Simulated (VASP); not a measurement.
Runs of VASP 6.6.1 on W. The structure is that of space group Pm-3m (No. 221), or close to it. The cells are those of the table. 

```tsv
task	cell	k mesh	cutoff (eV)	gap on the mesh (eV)	pressure (GPa)
single point	a = 2.678 Å, 1 atom	14 × 14 × 14	520	none	-14.4
single point	a = 2.644 Å, 1 atom	14 × 14 × 14	520	none	-7.6
single point	a = 2.710 Å, 1 atom	14 × 14 × 14	520	none	-20.0
single point	a = 2.610 Å, 1 atom	14 × 14 × 14	520	none	0.7
single point	a = 2.574 Å, 1 atom	14 × 14 × 14	520	none	(a)
relaxation of cell and atoms	relaxed from a = 2.577 Å, 1 atom	12 × 12 × 12	600	none	-0.1
single point	a = 2.610 Å, 1 atom	12 × 12 × 12	520	none	0.7
```

Alike in all rows: level PBEsol; potentials or basis VASP PAW PBE potentials, release 64 (W_sv); no spin polarisation; smearing fermi-dirac 0.1 eV.

Problem. Fill in the values left out.

Solution. (a) 11.0.

Caveats: the PAW data sets were made with another functional, which shifts forces and pressure a little; spin-orbit coupling is left out, which moves the levels of the heavy elements.

A k mesh can miss the band edges, and the runs leave out spin-orbit coupling on W.

A gap of «none» marks levels without a gap at the run's occupations.
